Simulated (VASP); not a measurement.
# NiSb (Pm) in VASP: single point with PBE

Aim: the single point of NiSb with PBE.

Program: VASP 6.6.1. These are calculated values, not measurements. Logs are shortened: lines on timing, memory, paths and dates and some standing lists are left out, and cuts for length are marked.

### 1 The cell of the first run

The structure is monoclinic, space group Pm (No. 6). Conventional cell: a = 3.940 Å, b = 5.140 Å, c = 3.940 Å, α = 90.00°, β = 120.00°, γ = 90.00°. Within 3.3 Å of Ni (site symmetry 1) lie 6 Sb at 2.47 to 2.77 Å and 2 Ni at 2.57 Å. Within 3.6 Å of Sb (site symmetry m) lie 6 Ni at 2.47 to 2.77 Å and 6 Sb at 3.32 to 3.55 Å. Within 3.6 Å of Sb (site symmetry m) lie 6 Ni at 2.61 Å and 6 Sb at 3.32 to 3.55 Å.

### 2 Single point, PBE

Input file INCAR:

```
SYSTEM = NiSb
PREC = Accurate
ENCUT = 520
EDIFF = 1E-6
ISMEAR = 0
SIGMA = 0.1
LREAL = .FALSE.
LASPH = .TRUE.
NELM = 60
ALGO = Normal
ISIF = 2
LWAVE = .FALSE.
LCHARG = .FALSE.
GGA = PE
NBANDS = 23
```

Input file KPOINTS:

```
Automatic mesh
0
G
  6 6 4
  0 0 0
```

Input file POSCAR:

```
NiSb
1.0
    3.9399999606      0.0000000000      0.0000000000
   -1.9699999803      3.4121400568      0.0000000000
    0.0000000000      0.0000000000      5.1400000000
Ni Sb
2 2
Direct
    0.0000000000      0.0000000000      0.0000000000
    0.0000000000      0.0000000000      0.5000000000
    0.3840947552      0.6666666667      0.2500000000
    0.6666666667      0.3333333333      0.7500000000
```

Potentials or basis: VASP PAW PBE potentials, release 64 (Ni, Sb).

Run with:

```bash
$ cat potpaw_PBE.64/Ni/POTCAR potpaw_PBE.64/Sb/POTCAR > POTCAR
$ mpirun -np 1 vasp_std > vasp.out
```

OUTCAR:

```text
SYSTEM = NiSb
   PREC = Accurate
   ENCUT = 520
   EDIFF = 1E-6
   ISMEAR = 0
   LREAL = .FALSE.
   LASPH = .TRUE.
   NELM = 60
   ISIF = 2
   GGA = PE

 ion  position               nearest neighbor table
   1  0.000  0.000  0.000-   3 2.47   2 2.57   2 2.57   4 2.61   4 2.61   4 2.61   3 2.62   3 2.77

   2  0.000  0.000  0.500-   3 2.47   1 2.57   1 2.57   4 2.61   4 2.61   4 2.61   3 2.62   3 2.77

   3  0.384  0.667  0.250-   1 2.47   2 2.47   1 2.62   2 2.62   1 2.77   2 2.77   4 3.32   4 3.32
                             4 3.44   4 3.44   4 3.55   4 3.55
   4  0.667  0.333  0.750-   1 2.61   2 2.61   1 2.61   2 2.61   1 2.61   2 2.61   3 3.32   3 3.32
                             3 3.44   3 3.44   3 3.55   3 3.55

  LATTYP: Found a hexagonal cell.
 ALAT       =     3.9399999606
 C/A-ratio  =     1.3045685410

  Lattice vectors:

 A1 = (   3.9399999606,   0.0000000000,   0.0000000000)
 A2 = (  -1.9699999803,   3.4121400568,   0.0000000000)
 A3 = (   0.0000000000,   0.0000000000,   5.1400000000)

Analysis of symmetry for initial positions (statically):
=====================================================================
 Subroutine PRICEL returns:
 Original cell was already a primitive cell.

 Routine SETGRP: Setting up the symmetry group for a
 hexagonal supercell.

 Subroutine GETGRP returns: Found  2 space group operations
 (whereof  1 operations were pure point group operations)
 out of a pool of 24 trial point group operations.

The static configuration has the point symmetry C_1 .
 The point group associated with its full space group is C_1h.

Analysis of symmetry for dynamics (positions and initial velocities):
=====================================================================
 Subroutine PRICEL returns:
 Original cell was already a primitive cell.

 Routine SETGRP: Setting up the symmetry group for a
 hexagonal supercell.

 Subroutine GETGRP returns: Found  2 space group operations
 (whereof  1 operations were pure point group operations)
 out of a pool of 24 trial point group operations.

The dynamic configuration has the point symmetry C_1 .
 The point group associated with its full space group is C_1h.

 Subroutine INISYM returns: Found  2 space group operations
 (whereof  1 operations are pure point group operations),
 and found     1 'primitive' translations

----------------------------------------------------------------------------------------

                                     Primitive cell

  volume of cell :      69.1013

  direct lattice vectors                    reciprocal lattice vectors
     3.939999961  0.000000000  0.000000000     0.253807109  0.146535603  0.000000000
[... 96 lines left out ...]
   ISIF   =      2    stress and relaxation
   ISYM   =      2    0-nonsym 1-usesym 2-fastsym
   POTIM  = 0.5000    time-step for ionic-motion
   TEBEG  =    0.0;   TEEND  =   0.0 temperature during run
   PSTRESS=    0.0 pullay stress
   NELECT =      30.0000    total number of electrons
   NUPDOWN=      -1.0000    fix difference up-down
   EMIN   =  10.00;   EMAX   =-10.00  energy-range for DOS
   EFERMI =   0.00;   METHOD = LEGACY
   ISMEAR =     0;   SIGMA  =   0.10  broadening in eV -4-tet -1-fermi 0-gaus
   EFERMI_NEDOS =   21; number of points for ismear=-14 and -15
   IALGO  =     38    algorithm
   IMIX   =      4    mixing-type and parameters
     AMIX     =   0.40;   BMIX     =  1.00
     AMIX_MAG =   1.60;   BMIX_MAG =  1.00
  volume/ion in A,a.u.               =      17.28       116.58
  Fermi-wavevector in a.u.,A,eV,Ry     =   1.239614  2.342531 20.907300  1.536643
  Thomas-Fermi vector in A             =   2.374090
   LORBIT       =      0    0 simple, 1 ext, 2 COOP (PROOUT), +10 PAW based schemes
   GGA     = PE    functional components
   LHFCALC =     F    Hartree Fock is set to
   AEXX    =    0.0000 exact exchange contribution
   IVDW    =     0    specifies the selected vdW correction
   LEPSILON=     F    determine dielectric tensor
   LRPA    =     F    only Hartree local field effects (RPA)
 non-spin polarized calculation
 Gauss-broadening in eV      SIGMA  =   0.10
  energy-cutoff  :      520.00
  volume of cell :       69.10
 maximum number of plane-waves:      1892
 NGX is ok and might be reduce to    30
   NGX = 15   NGY = 15   NGZ = 19

 number of electron      30.0000030 magnetization

 Free energy of the ion-electron system (eV)
  ---------------------------------------------------
  ext. energy  EPLUGINS =         0.00000000
  ---------------------------------------------------
  free energy    TOTEN  =       -20.12869511 eV

  energy without entropy =      -20.11441831  energy(sigma->0) =      -20.12155671

 E-fermi :   9.9745     XC(G=0): -11.4752

 val. band max:        9.8850147622   @ k =  -0.1667   0.1667   0.5000
 cond. band min:       9.9848915315   @ k =   0.5000   0.3333   0.2500
 fundamental gap:      0.0998767693
 Fermi energy:         9.9744568089

 k-point     1 :       0.0000    0.0000    0.0000
  band No.  band energies     occupation
      1      -3.0176      2.00000
      2       1.4864      2.00000
      3       3.6877      2.00000
      4       5.9718      2.00000
      5       6.0698      2.00000
      6       6.7637      2.00000
[... 613 lines left out ...]
     22      16.3259      0.00000
     23      17.7640      0.00000

 [... further k-points ...]

------------------------ aborting loop because EDIFF is reached ----------------------------------------

  FORCE on cell =-STRESS in cart. coord.  units (eV):
  Direction    XX          YY          ZZ          XY          YZ          ZX
  --------------------------------------------------------------------------------------
  -------------------------------------------------------------------------------------
  Total        1.7738145      1.3510673      1.6974039      1.3453644      0.0000000      0.0000000
  in kB       41.1275277     31.3257431     39.3558764     31.1935153      0.0000000      0.0000000
  external PRESSURE =      37.2697158 kB  Pullay stress =       0.0000000 kB

 VOLUME and BASIS-vectors are now :
 -----------------------------------------------------------------------------
  energy-cutoff  :      520.00
  volume of cell :       69.10
      direct lattice vectors                 reciprocal lattice vectors
     3.939999961  0.000000000  0.000000000     0.253807109  0.146535603  0.000000000
    -1.969999980  3.412140057  0.000000000     0.000000000  0.293071206  0.000000000
     0.000000000  0.000000000  5.140000000     0.000000000  0.000000000  0.194552529

 POSITION                                       TOTAL-FORCE (eV/Angst)
 -----------------------------------------------------------------------------------
      0.00000      0.00000      0.00000         0.668680      0.162941     -0.170239
      0.00000      0.00000      2.57000         0.668680      0.162941      0.170239
      0.20000      2.27476      1.28500        -1.541925     -0.311512      0.000000
      1.97000      1.13738      3.85500         0.204564     -0.014370      0.000000
 -----------------------------------------------------------------------------------
    total drift:                                0.000205      0.000028      0.000000

  FREE ENERGIE OF THE ION-ELECTRON SYSTEM (eV)
  ---------------------------------------------------
  free  energy   TOTEN  =       -20.1286951123 eV

  energy  without entropy=      -20.1144183102  energy(sigma->0) =      -20.12155671
```

Run time: 2.4 min. Hardware: 1 thread of Intel Xeon Platinum 8375C at 2.90GHz (Ice Lake), shared host; peak memory 0.23 GiB.

What came out:

| Item | Value |
| --- | --- |
| Free energy | -20.1287 eV |
| Pressure | 3.7 GPa |
| Largest force | 1.573 eV/Å |
| Band gap on the k mesh | zero (bands 15 and 16 overlap by 3.20 eV) |

Forces in eV/Å, atoms in the order of the input:
```
Ni   0.669  0.163 -0.170
Ni   0.669  0.163  0.170
Sb  -1.542 -0.312  0.000
Sb   0.205 -0.014  0.000
```

Stress tensor (GPa, compression positive):
```
4.11 3.12 0.00
3.12 3.13 0.00
0.00 0.00 3.94
```

Caveat: the cell stands under pressure; spin-orbit coupling is left out, which moves the levels of the heavy elements; forces of over 1 eV/Å act on the atoms, so gaps and moduli don't describe the material at rest. Spin polarisation is off, so any magnetic state and its effect on volume and gap are missing.

The gap in the log of VASP goes by the Fermi energy; the results here count the filled bands.